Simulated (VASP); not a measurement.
**Ga4As3P: single point with PBE**

The system is Ga4As3P.

```xyz
8
Lattice="3.9568 0.0000 0.0000 -1.9784 3.4267 0.0000 0.0000 0.0000 13.0423" Properties=species:S:1:pos:R:3 pbc="T T T"
P     1.9784    1.1422   -0.0011
As    1.9784    1.1422    6.5167
As    0.0000    2.2844    9.8169
As    0.0000    2.2844    3.2148
Ga    1.9784    1.1422   10.6674
Ga    1.9784    1.1422    4.0595
Ga    0.0000    2.2844    7.3608
Ga    0.0000    2.2844    0.7524
```

```json
{
 "Program": "VASP 6.6.1",
 "Task": "single point",
 "Functional": "PBE",
 "Potentials or basis": "VASP PAW PBE potentials, release 64 (P, As_d, Ga_d)",
 "Cutoff": "510 eV",
 "k mesh": "12 × 12 × 2",
 "Occupations": "fermi-dirac, width 0.02 eV",
 "Spin": "no spin polarisation"
}
```

* Pressure: 2.7 GPa
* Largest force: 0.059 eV/Å
* Band gap on the k mesh: 0.69 eV

Forces in eV/Å, atoms in the order of the input:
```
P    0.000  0.000  0.024
As   0.000  0.000 -0.013
As   0.000  0.000 -0.005
As   0.000  0.000 -0.016
Ga   0.000  0.000  0.049
Ga   0.000  0.000  0.008
Ga   0.000  0.000  0.013
Ga   0.000  0.000 -0.059
```

Stress tensor (GPa, compression positive):
```
2.67 0.00 0.00
0.00 2.67 0.00
0.00 0.00 2.76
```

Levels at points of the mesh, in eV from the valence-band top:
```csv
k point,band 48,band 49,band 50,band 51,band 52,band 53,band 54,band 55
"(0.00, 0.00, 0.00)",-0.61,-0.26,0.00,0.00,0.69,0.80,1.47,1.67
"(0.50, 0.00, 0.00)",-2.23,-2.20,-2.04,-1.24,1.20,1.34,1.40,2.36
"(0.00, 0.00, 0.50)",-0.34,-0.34,-0.15,-0.15,0.84,1.13,1.86,1.99
"(0.50, 0.00, 0.50)",-2.08,-1.96,-1.62,-1.47,1.28,1.36,1.48,1.58
```

Run time: 5 min on 1 thread of Intel(R) Xeon(R) Platinum 8488C (Sapphire Rapids), on a shared host, peak memory 0.47 GiB.

Caveat: semilocal functionals underestimate gaps, and a narrow one can read as zero. A k mesh can miss the band edges.
